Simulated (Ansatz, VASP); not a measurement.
**One calculation of Ba, two programs**

```xyz
2
Lattice="3.6622 -2.5663 0.0000 3.6622 2.5663 0.0000 0.0000 0.0000 7.3311" Properties=species:S:1:pos:R:3 pbc="T T T"
Ba    3.6622   -1.2666    1.8328
Ba    3.6622    1.2666    5.4983
```

Change from the starting cell: volume scaled by 1.06.

Alike in both runs: task single point; functional PBEsol; k mesh 9 × 9 × 5; occupations fermi-dirac, width 0.03 eV; no spin polarisation.

```csv
,VASP,Ansatz
version,VASP 6.6.1,Ansatz 0.2.0
potentials or method,"VASP PAW PBE potentials, release 64 (Ba_sv), cutoff 520 eV","all-electron LAPW, scalar-relativistic"
```

|  | VASP | Ansatz | Ansatz less VASP |
| --- | --- | --- | --- |
| pressure (GPa) | -1.2 | -1.2 | -0.03 |
| rms of the force components (eV/Å) | 0.012 | 0.012 | -0.0002 |

VASP's potentials were made for PBE, not for PBEsol. Atom by atom the forces differ by 0.000 eV/Å (rms over components). Ansatz ran all-electron here, and VASP with PAW potentials.

Neither program's run includes spin-orbit coupling.
